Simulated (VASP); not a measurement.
WC: single point with LDA

Crystal: WC.

```
CELL_PARAMETERS angstrom
0.00000 2.19268 2.19268
2.19268 0.00000 2.19268
2.19268 2.19268 0.00000
ATOMIC_POSITIONS crystal
W 0.00000 0.00000 0.00000
C 0.50000 0.50000 0.50000
```

```
Program                : VASP 6.6.1
Task                   : single point
Functional             : LDA
Potentials or basis    : VASP PAW LDA potentials, release 64 (W_sv, C)
Cutoff                 : 520 eV
k mesh                 : 10 × 10 × 10
Occupations            : fermi-dirac, width 0.05 eV
Spin                   : no spin polarisation
Dipole correction      : no
Further INCAR settings : ALGO = Normal; EDIFF = 1e-06; NBANDS = 16
```

```json
{
  "Pressure": "-14.0 GPa",
  "Band gap on the k mesh": "zero (band 9 reaches 13.31 eV, above the bottom of band 10 at 10.14 eV)"
}
```

Levels at points of the mesh, in eV from the Fermi level:
```
           k point  band 6  band 7  band 8  band 9  band 10  band 11  band 12  band 13
(0.00, 0.00, 0.00)   -2.80   -2.80   -2.80   -1.07    -1.07    -1.07    -1.02    -1.02
(0.50, 0.00, 0.00)   -9.78   -6.60   -6.60    0.98     0.98     2.28     4.99     8.71
(0.50, 0.50, 0.00)   -5.80   -5.52   -2.48   -2.48     0.79     2.21     2.21     5.41
```

It took 7.8 s on 1 thread of Intel(R) Xeon(R) Platinum 8259CL CPU @ 2.50GHz (Skylake/Cascade Lake), on a shared host, peak memory 0.13 GiB.

Caveat: spin-orbit coupling is left out, which moves the levels of the heavy elements.
